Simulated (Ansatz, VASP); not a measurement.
## C in VASP and in Ansatz

INCAR

```
SYSTEM = C
PREC     = Accurate       ! precision mode
ENCUT    = 520            ! plane-wave cutoff, eV
EDIFF    = 1E-6           ! SCF threshold, eV
ISMEAR   = 0              ! smearing method
SIGMA    = 0.15           ! smearing width, eV
LREAL    = .FALSE.        ! projectors in reciprocal space
LASPH    = .TRUE.         ! aspherical terms in the spheres
NELM     = 100            ! most SCF steps
ALGO     = Normal         ! electronic algorithm
ISIF     = 2              ! what is computed and relaxed
LWAVE    = .FALSE.        ! write WAVECAR
LCHARG   = .FALSE.        ! write CHGCAR
GGA      = PE             ! functional
IVDW     = 12             ! dispersion correction
NBANDS   = 16             ! bands
```

Contents of KPOINTS:

```
Automatic mesh
0
G
  18 12 10
  0 0 0
```

POSCAR

```
C
1.0
   -2.4646600698      0.0000000000      0.0000000000
    0.0000000000      0.0000000000     -3.5719696368
    0.0000000000     -4.2689164642      0.0000000000
C
4
Direct
    0.5000000000      0.0000000000      0.1554225957
    0.0000000000      0.0000000000      0.6554225957
    0.0000000000      0.0000000000      0.3445774043
    0.5000000000      0.0000000000      0.8445774043
```

Input for Ansatz:

```yaml
crystal:
  lattice:
    - [-2.4646600698, 0.0, 0.0]
    - [0.0, 0.0, -3.5719696368]
    - [0.0, -4.2689164642, 0.0]
  atoms:
    - { symbol: C, position: [0.5, 0.0, 0.1554225957] }
    - { symbol: C, position: [0.0, 0.0, 0.6554225957] }
    - { symbol: C, position: [0.0, 0.0, 0.3445774043] }
    - { symbol: C, position: [0.5, 0.0, 0.8445774043] }
basis:
  ecutwfc: 520.0
kpoints:
  mp_grid: { grid: [18, 12, 10] }
hamiltonian:
  xc: pbe
  pseudopotentials: { kind: paw, azcp: { folder: soft_1 } }
  dispersion: d3bj
scf:
  occupations: { method: gaussian, width: 0.15 }
output:
  forces: true
  stress: true
  eigenvalues: true
  write_density: true
  write_potential: true
  elf: true
  volumetric_format: npy
```

Change from the starting cell: mode 8 frozen in at +0.000 Å and mode 12 at +0.048 Å (largest displacements).

Alike in both runs: task single point; functional PBE; dispersion D3(BJ); k mesh 18 × 12 × 10; occupations gaussian, width 0.15 eV; no spin polarisation.

|  | VASP | Ansatz |
| --- | --- | --- |
| version | VASP 6.6.1 | Ansatz 0.2.0 |
| potentials or method | VASP PAW PBE potentials, release 64 (C), cutoff 520 eV | scalar-relativistic, plane waves, PAW |
| valence electrons in the cell | 16 | 16 |

Ansatz gave:

```
gap on the k mesh at the Fermi level (eV)                     : none
pressure (GPa)                                                : 4.4
traceless stress, the component that is largest in VASP (GPa) : 13.09
rms of the force components (eV/Å)                            : 3.326
```

Q: Which values does VASP return?

A: gap on the k mesh at the Fermi level (eV): none; pressure (GPa): 4.7; traceless stress, the component that is largest in VASP (GPa): 13.46; rms of the force components (eV/Å): 3.331.

Atom by atom the forces differ by 0.006 eV/Å (rms over components). A gap of «none» marks a metal or a gap that the smearing closes.
